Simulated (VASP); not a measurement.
# Se (Im-3m) in VASP: notebook

Se is run at these levels: PBE+U, LDA+U; tasks: single point.

Everything below comes from runs of VASP 6.6.1. Logs are shortened: lines on timing, memory, paths and dates and some standing lists are left out, and cuts for length are marked.

## (1) The cell of the first run

The structure is cubic, space group Im-3m (No. 229). Conventional cell: a = 3.407 Å, b = 3.407 Å, c = 3.407 Å, α = 90.00°, β = 90.00°, γ = 90.00°. Se (site symmetry m-3m) has 14 Se at 2.95 to 3.41 Å within 3.9 Å.

This isn't the form of Se at room conditions, which is trigonal, of chains.

## (2) Single point, PBE+U

INCAR

```
  PREC = Accurate
  ENCUT = 500
  EDIFF = 1E-6
  ISMEAR = 0
  SIGMA = 0.1
  LREAL = F
  LASPH = T
  NELM = 200
  ALGO = Normal
  ISIF = 2
  LWAVE = F
  LCHARG = F
  LDAU = T
  LDAUTYPE = 2
  LDAUL = 1
  LDAUU = 6.2
  LDAUJ = 0
  LDAUPRINT = 1
  GGA = PE
  NBANDS = 9
  GGA_COMPAT = F
```

KPOINTS

```
regular mesh
0
Gamma
  10 10 10
```

POSCAR

```
Se
1.0
   -1.7034486149      1.7034486149      1.7034486149
    1.7034486149     -1.7034486149      1.7034486149
    1.7034486149      1.7034486149     -1.7034486149
Se
1
Direct
    0.0000000000      0.0000000000      0.0000000000
```

Potentials or basis: VASP PAW PBE potentials, release 64 (Se).

The run is started by

```
cat potpaw_PBE.64/Se/POTCAR > POTCAR
mpirun -np 1 vasp_std > vasp.out
```

OUTCAR:

```text
PREC = Accurate
   ENCUT = 500
   EDIFF = 1E-6
   ISMEAR = 0
   LREAL = F
   LASPH = T
   NELM = 200
   ISIF = 2
   GGA = PE

 ion  position               nearest neighbor table
   1  0.000  0.000  0.000-

  LATTYP: Found a body centered cubic cell.
 ALAT       =     3.4068972298

  Lattice vectors:

 A1 = (  -1.7034486149,   1.7034486149,   1.7034486149)
 A2 = (   1.7034486149,  -1.7034486149,   1.7034486149)
 A3 = (   1.7034486149,   1.7034486149,  -1.7034486149)

Analysis of symmetry for initial positions (statically):
=====================================================================
 Subroutine PRICEL returns:
 Original cell was already a primitive cell.

 Routine SETGRP: Setting up the symmetry group for a
 body centered cubic supercell.

 Subroutine GETGRP returns: Found 48 space group operations
 (whereof 48 operations were pure point group operations)
 out of a pool of 48 trial point group operations.

The static configuration has the point symmetry O_h .

Analysis of symmetry for dynamics (positions and initial velocities):
=====================================================================
 Subroutine PRICEL returns:
 Original cell was already a primitive cell.

 Routine SETGRP: Setting up the symmetry group for a
 body centered cubic supercell.

 Subroutine GETGRP returns: Found 48 space group operations
 (whereof 48 operations were pure point group operations)
 out of a pool of 48 trial point group operations.

The dynamic configuration has the point symmetry O_h .

 Subroutine INISYM returns: Found 48 space group operations
 (whereof 48 operations are pure point group operations),
 and found     1 'primitive' translations

----------------------------------------------------------------------------------------

                                     Primitive cell

  volume of cell :      19.7718

  direct lattice vectors                    reciprocal lattice vectors
    -1.703448615  1.703448615  1.703448615     0.000000000  0.293522209  0.293522209
     1.703448615 -1.703448615  1.703448615     0.293522209  0.000000000  0.293522209
     1.703448615  1.703448615 -1.703448615     0.293522209  0.293522209  0.000000000

  length of vectors
     2.950459549  2.950459549  2.950459549     0.415103089  0.415103089  0.415103089

  position of ions in fractional coordinates (direct lattice)
     0.000000000  0.000000000  0.000000000

  ion indices of the primitive-cell ions
   primitive index   ion index
                 1           1

----------------------------------------------------------------------------------------

 KPOINTS: regular mesh

Automatic generation of k-mesh.
 Grid dimensions read from file:
 generate k-points for:   10   10   10

 Generating k-lattice:

  Cartesian coordinates                     Fractional coordinates (reciprocal lattice)
     0.000000000  0.029352221  0.029352221     0.100000000  0.000000000  0.000000000
     0.029352221  0.000000000  0.029352221     0.000000000  0.100000000  0.000000000
     0.029352221  0.029352221  0.000000000     0.000000000  0.000000000  0.100000000

  Length of vectors
     0.041510309  0.041510309  0.041510309

  Shift w.r.t. Gamma in fractional coordinates (k-lattice)
     0.000000000  0.000000000  0.000000000

 Subroutine IBZKPT returns following result:
 ===========================================

 Found     47 irreducible k-points:

 Following reciprocal coordinates:
            Coordinates               Weight
  0.000000  0.000000  0.000000      1.000000
  0.100000  0.000000  0.000000     12.000000
  0.200000  0.000000  0.000000     12.000000
  0.300000  0.000000  0.000000     12.000000
  0.400000  0.000000  0.000000     12.000000
  0.500000  0.000000  0.000000      6.000000
[... 16 lines left out ...]
  0.300000  0.300000  0.100000      8.000000
 -0.300000  0.300000  0.100000     24.000000
 [... further k-points ...]
   k-points           NKPTS =     47   k-points in BZ     NKDIM =     47   number of bands    NBANDS=      9
   number of dos      NEDOS =    301   number of ions     NIONS =      1
   total plane-waves  NPLWV =  13824
   dimension x,y,z NGX =    24 NGY =   24 NGZ =   24
   dimension x,y,z NGXF=    48 NGYF=   48 NGZF=   48
   ions per type =               1
   NGX,Y,Z   is equivalent  to a cutoff of  13.52, 13.52, 13.52 a.u.
   NGXF,Y,Z  is equivalent  to a cutoff of  27.05, 27.05, 27.05 a.u.
 SYSTEM =  unknown system
   PREC   = accura    normal or accurate (medium, high low for compatibility)
   ISTART =      0    job   : 0-new  1-cont  2-samecut
   ICHARG =      2    charge: 1-file 2-atom 10-const
   ISPIN  =      1    spin polarized calculation?
   LNONCOLLINEAR =      F non collinear calculations
   LSORBIT =      F    spin-orbit coupling
   LASPH  =      T    aspherical Exc in radial PAW
   ENCUT  =  500.0 eV  36.75 Ry    6.06 a.u.   5.38  5.38  5.38*2*pi/ulx,y,z
   NELM   =    200;   NELMIN=  2; NELMDL= -5     # of ELM steps
   EDIFF  = 0.1E-05   stopping-criterion for ELM
   LREAL  =      F    real-space projection
   EDIFFG = 0.1E-04   stopping-criterion for IOM
   NSW    =      0    number of steps for IOM
   IBRION =     -1    ionic relax: 0-MD 1-quasi-New 2-CG
   NFREE  =      0    steps in history (QN), initial steepest desc. (CG)
   ISIF   =      2    stress and relaxation
   ISYM   =      2    0-nonsym 1-usesym 2-fastsym
   POTIM  = 0.5000    time-step for ionic-motion
   TEBEG  =    0.0;   TEEND  =   0.0 temperature during run
   PSTRESS=    0.0 pullay stress
   NELECT =       6.0000    total number of electrons
   NUPDOWN=      -1.0000    fix difference up-down
   EMIN   =  10.00;   EMAX   =-10.00  energy-range for DOS
   EFERMI =   0.00;   METHOD = LEGACY
   ISMEAR =     0;   SIGMA  =   0.10  broadening in eV -4-tet -1-fermi 0-gaus
   EFERMI_NEDOS =   21; number of points for ismear=-14 and -15
   IALGO  =     38    algorithm
   IMIX   =      4    mixing-type and parameters
     AMIX     =   0.40;   BMIX     =  1.00
     AMIX_MAG =   1.60;   BMIX_MAG =  1.00
  volume/ion in A,a.u.               =      19.77       133.43
  Fermi-wavevector in a.u.,A,eV,Ry     =   1.100127  2.078939 16.466855  1.210280
  Thomas-Fermi vector in A             =   2.236533
   LORBIT       =      0    0 simple, 1 ext, 2 COOP (PROOUT), +10 PAW based schemes
 LDA+U is selected, type is set to LDAUTYPE =  2
   angular momentum for each species LDAUL =     1
   U (eV)           for each species LDAUU =   6.2
   J (eV)           for each species LDAUJ =   0.0
   GGA     = PE    functional components
   LHFCALC =     F    Hartree Fock is set to
   AEXX    =    0.0000 exact exchange contribution
   IVDW    =     0    specifies the selected vdW correction
   LEPSILON=     F    determine dielectric tensor
   LRPA    =     F    only Hartree local field effects (RPA)
 non-spin polarized calculation
 Gauss-broadening in eV      SIGMA  =   0.10
  energy-cutoff  :      500.00
  volume of cell :       19.77
 maximum number of plane-waves:       531
 NGX is ok and might be reduce to    24
   NGX = 11   NGY = 11   NGZ = 11

 number of electron       6.0000000 magnetization

 Free energy of the ion-electron system (eV)
  ---------------------------------------------------
  ext. energy  EPLUGINS =         0.00000000
  ---------------------------------------------------
  free energy    TOTEN  =         1.26213165 eV

  energy without entropy =        1.26972233  energy(sigma->0) =        1.26592699

 E-fermi :   6.2817     XC(G=0): -10.7769

 val. band max:        6.2478409644   @ k =  -0.2000   0.3000   0.1000
 cond. band min:       6.2822486992   @ k =  -0.3000   0.3000   0.2000
 fundamental gap:      0.0344077348
 Fermi energy:         6.2817349054

 k-point     1 :       0.0000    0.0000    0.0000
  band No.  band energies     occupation
      1     -10.6158      2.00000
      2       9.7078      0.00000
      3       9.7078      0.00000
      4       9.7078      0.00000
      5      17.2531      0.00000
      6      18.2454      0.00000
      7      18.2454      0.00000
      8      18.2454      0.00000
      9      21.3231      0.00000

 k-point     2 :       0.1000    0.0000    0.0000
  band No.  band energies     occupation
      1     -10.3964      2.00000
      2       8.3061      0.00000
      3       9.2370      0.00000
      4       9.6172      0.00000
      5      17.1988      0.00000
      6      17.4338      0.00000
      7      18.8102      0.00000
      8      19.1788      0.00000
      9      20.2249      0.00000

 k-point     3 :       0.2000    0.0000    0.0000
  band No.  band energies     occupation
      1      -9.7552      2.00000
      2       5.5532      2.00000
      3       8.2665      0.00000
      4       9.3739      0.00000
      5      15.4153      0.00000
      6      16.1033      0.00000
      7      20.1104      0.00000
      8      20.4480      0.00000
      9      21.5318      0.00000

 k-point     4 :       0.3000    0.0000    0.0000
  band No.  band energies     occupation
      1      -8.7634      2.00000
      2       2.7202      2.00000
      3       7.3523      0.00000
      4       9.0673      0.00000
      5      13.9257      0.00000
      6      15.0164      0.00000
      7      20.9448      0.00000
      8      21.2198      0.00000
      9      24.7717      0.00000
[... 205 lines left out ...]
 k-point    22 :      -0.2000    0.2000    0.1000
  band No.  band energies     occupation
      1      -9.5418      2.00000
      2       5.5601      2.00000
      3       7.7453      0.00000
      4       8.3560      0.00000
      5      15.8085      0.00000
      6      17.0767      0.00000
      7      17.7713      0.00000
      8      20.8723      0.00000
      9      21.2341      0.00000

 k-point    23 :       0.3000    0.3000    0.1000
  band No.  band energies     occupation
      1      -6.4363      2.00000
      2       1.5469      2.00000
      3       1.5469      2.00000
      4       5.3628      2.00000
      5      17.4613      0.00000
      6      21.1921      0.00000
      7      21.1921      0.00000
      8      24.9141      0.00000
      9      24.9141      0.00000

 k-point    24 :      -0.3000    0.3000    0.1000
  band No.  band energies     occupation
      1      -8.5594      2.00000
      2       2.8548      2.00000
      3       6.8129      0.00000
      4       8.0886      0.00000
      5      14.6080      0.00000
      6      16.0277      0.00000
      7      17.8463      0.00000
      8      23.4612      0.00000
      9      24.1064      0.00000

 [... further k-points ...]
[... 5 lines left out ...]
  --------------------------------------------------------------------------------------
  -------------------------------------------------------------------------------------
  Total        0.5466795      0.5466795      0.5466795      0.0000000     -0.0000000     -0.0000000
  in kB       44.2992359     44.2992359     44.2992359      0.0000000     -0.0000000     -0.0000000
  external PRESSURE =      44.2992359 kB  Pullay stress =       0.0000000 kB

 VOLUME and BASIS-vectors are now :
 -----------------------------------------------------------------------------
  energy-cutoff  :      500.00
  volume of cell :       19.77
      direct lattice vectors                 reciprocal lattice vectors
    -1.703448615  1.703448615  1.703448615     0.000000000  0.293522209  0.293522209
     1.703448615 -1.703448615  1.703448615     0.293522209  0.000000000  0.293522209
     1.703448615  1.703448615 -1.703448615     0.293522209  0.293522209  0.000000000

 POSITION                                       TOTAL-FORCE (eV/Angst)
 -----------------------------------------------------------------------------------
      0.00000      0.00000      0.00000         0.000000     -0.000000     -0.000000
 -----------------------------------------------------------------------------------
    total drift:                                0.000000     -0.000000     -0.000000

  FREE ENERGIE OF THE ION-ELECTRON SYSTEM (eV)
  ---------------------------------------------------
  free  energy   TOTEN  =         1.2621316458 eV

  energy  without entropy=        1.2697223327  energy(sigma->0) =        1.26592699
```

Run time: 6.1 s. Hardware: 1 thread of Intel Xeon Platinum 8375C at 2.90GHz (Ice Lake), shared host; peak memory 0.13 GiB.

What came out:

```yaml
Free_energy: 1.2621 eV
Pressure: 4.4 GPa
Band_gap_on_the_k_mesh: zero (bands 3 and 4 overlap by 6.65 eV)
```

Caveat: the cell stands under pressure; U without spin polarisation on a metal has little footing.

## (3) Single point, LDA+U

INCAR

```
ALGO = Normal ; EDIFF = 1E-6
ENCUT = 500 ; GGA = CA
GGA_COMPAT = F ; ISIF = 2
ISMEAR = 0 ; ISYM = 0
LASPH = T ; LCHARG = T
LDAU = T ; LDAUJ = 0
LDAUL = 1 ; LDAUPRINT = 1
LDAUTYPE = 2 ; LDAUU = 1.9
LELF = T ; LREAL = F
LVHAR = T ; LWAVE = F
NBANDS = 9 ; NELM = 200
PREC = Accurate ; SIGMA = 0.1
```

KPOINTS

```
Automatic mesh
0
Gamma
  9 9 4
  0.5 0.5 0
```

POSCAR is that of step 2.

Potentials or basis: VASP PAW LDA potentials, release 64 (Se).

The run is started by

```
cat potpaw_LDA.64/Se/POTCAR > POTCAR
mpirun -np 1 vasp_std > vasp.out
```

It took 17 s on 1 thread of Intel Xeon Platinum 8375C at 2.90GHz (Ice Lake), shared host; peak memory 0.14 GiB.

It converged, with:

* Free energy: -2.4973 eV
* Pressure: -3.3 GPa
* Band gap on the k mesh: zero (bands 3 and 4 overlap by 6.25 eV)

Levels at points of the mesh, in eV from the Fermi level:
```
           k point  band 1  band 2  band 3  band 4  band 5  band 6
(0.50, 0.50, 0.00)  -13.07   -7.01   -0.05    2.13    6.62    8.10
(0.50, 0.50, 0.50)  -10.61   -3.45   -3.44   -3.37    3.69    3.69
```

Caveat: the k points lie up to 0.55 Å⁻¹ apart, too coarse for converged energies and pressures of a metal; U without spin polarisation on a metal has little footing.
